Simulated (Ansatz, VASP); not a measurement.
## One calculation of SiNi3, two programs

```
Si Ni
1.0
     3.46125    0.00000    0.00000
     0.00000    3.46125    0.00000
     0.00000    0.00000    3.46125
Si Ni
1 3
Direct
  0.00000 0.00000 0.00000
  0.00000 0.60834 0.50000
  0.50000 0.10834 0.50000
  0.50000 0.60834 0.00000
```

Change from the starting cell: all Ni atoms moved +0.375 Å, as atom 2 along Cartesian [0 1 0].

Alike in both runs: task single point; functional PBEsol; k mesh 14 × 14 × 14; occupations gaussian, width 0.15 eV; no spin polarisation.

|  | VASP | Ansatz |
| --- | --- | --- |
| version | VASP 6.6.1 | Ansatz 0.2.0 |
| potentials or method | VASP PAW PBE potentials, release 64 (Si, Ni), cutoff 520 eV | scalar-relativistic, plane waves, PAW |
| valence electrons in the cell | 34 | 58 |

|  | VASP | Ansatz | Ansatz less VASP |
| --- | --- | --- | --- |
| gap on the k mesh at the Fermi level (eV) | none | none | - |
| pressure (GPa) | 8.5 | 8.1 | -0.32 |
| traceless stress, the component that is largest in VASP (GPa) | 0.92 | 0.99 | +0.071 |
| rms of the force components (eV/Å) | 1.040 | 1.024 | -0.0164 |

VASP's potentials were made for PBE, not for PBEsol. Atom by atom the forces differ by 0.017 eV/Å (rms over components). A gap of «none» marks a metal or a gap that the smearing closes. VASP's potentials hold 34 valence electrons a cell and Ansatz's 58, so a difference there can come from the potentials and not from the codes.
